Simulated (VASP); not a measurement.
A run of VASP 6.6.1:

INCAR

```
ALGO = Normal
EDIFF = 1E-7
ENCUT = 520
GGA = PE
ISIF = 2
ISMEAR = 0
LASPH = T
LCHARG = T
LELF = T
LREAL = Auto
LVHAR = T
LWAVE = F
NBANDS = 70
NELM = 80
PREC = Accurate
SIGMA = 0.02
```

The input KPOINTS:

```
k-points
0
Gamma
  2 2 2
```

Contents of POSCAR:

```
Hf8CN6
1.0
   -3.1339080000     -5.4280880000      0.0000000000
    4.7008620000     -2.7140440000      0.0000000000
    0.0000000000      0.0000000000      5.4167680000
Hf N C
8 6 1
Direct
    0.4999999153      0.6572938611      0.7403601188
    0.5000000847      0.3427061389      0.2596398812
    0.2450927391      0.1713277471      0.7405993759
    0.2450927360      0.8286722916      0.2594006241
   -0.0000000814      0.6703433849      0.7522746036
    0.0000000814      0.3296566151      0.2477253964
    0.7549072640      0.1713277084      0.7405993759
    0.7549072609      0.8286722529      0.2594006241
    0.7515342281      0.5000000276      0.0000000000
    0.7538243498      0.5000000341      0.5000000000
    0.2484657719      0.4999999724      0.0000000000
    0.2461756502      0.4999999659      0.5000000000
    0.0000000000      0.0000000000      0.0000000000
    0.0000000000      0.0000000000      0.5000000000
    0.5000000000      0.0000000000     -0.5000000000
```

Potentials or basis: VASP PAW PBE potentials, release 64 (Hf_pv, N, C).

Launch:

```bash
$ cat potpaw_PBE.64/Hf_pv/POTCAR potpaw_PBE.64/N/POTCAR potpaw_PBE.64/C/POTCAR > POTCAR
$ mpirun -np 1 vasp_std > vasp.out
```

Hardware: 1 thread of AMD EPYC 9R45 96-Core Processor (Zen 5), on a shared host.

**Question.** Estimate the wall time of this run.

**Answer.** It took 2.2 min on 1 thread of AMD EPYC 9R45 96-Core Processor (Zen 5), on a shared host, peak memory 0.27 GiB. Counts: scf iterations 17, k points 8.
